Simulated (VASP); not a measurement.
A run of VASP 6.6.1:

The input POSCAR:

```
SiNi2
1.0
    0.0000000000      2.6592109857      2.6592109857
    2.6592109857      0.0000000000      2.6592109857
    2.6592109857      2.6592109857      0.0000000000
Si Ni
1 2
Direct
    0.5000000000      0.5000000000      0.5000000000
    0.7500000000      0.7500000000      0.7500000000
    0.2500000000      0.2500000000      0.2500000000
```

INCAR.step1

```
  ALGO = Normal
  EDIFF = 1E-6
  ENCUT = 520
  GGA = PE
  GGA_COMPAT = F
  ISIF = 2
  ISMEAR = 0
  LASPH = T
  LCHARG = T
  LMAXMIX = 4
  LORBIT = 11
  LREAL = F
  LWAVE = F
  NBANDS = 19
  NEDOS = 2001
  NELM = 120
  PREC = Accurate
  SIGMA = 0.1
```

The input KPOINTS.step1:

```
k-points
0
Gamma
  16 16 16
```

Contents of INCAR.step2:

```
  ALGO = Normal
  EDIFF = 1E-6
  ENCUT = 520
  GGA = PE
  GGA_COMPAT = F
  ICHARG = 11
  ISIF = 2
  ISMEAR = -5
  LASPH = T
  LCHARG = F
  LMAXMIX = 4
  LORBIT = 10
  LREAL = F
  LWAVE = F
  NEDOS = 1001
  NELM = 120
  PREC = Accurate
  SIGMA = 0.1
```

File KPOINTS.step2:

```
k-points
0
Gamma
  24 24 24
```

Potentials or basis: VASP PAW PBE potentials, release 64 (Si, Ni).

Launch:

```console
$ cat potpaw_PBE.64/Si/POTCAR potpaw_PBE.64/Ni/POTCAR > POTCAR
$ cp INCAR.step1 INCAR
$ cp KPOINTS.step1 KPOINTS
$ mpirun -np 1 vasp_std > vasp.out
$ cp INCAR.step2 INCAR
$ cp KPOINTS.step2 KPOINTS
$ mpirun -np 1 vasp_std > vasp.out
```

Hardware: 1 thread of Intel Xeon 8259CL (shared host).

How long does it take, and how much memory?

It took 5.4 min on 1 thread of Intel Xeon 8259CL (shared host), peak memory 0.34 GiB. Counts: k points 413.
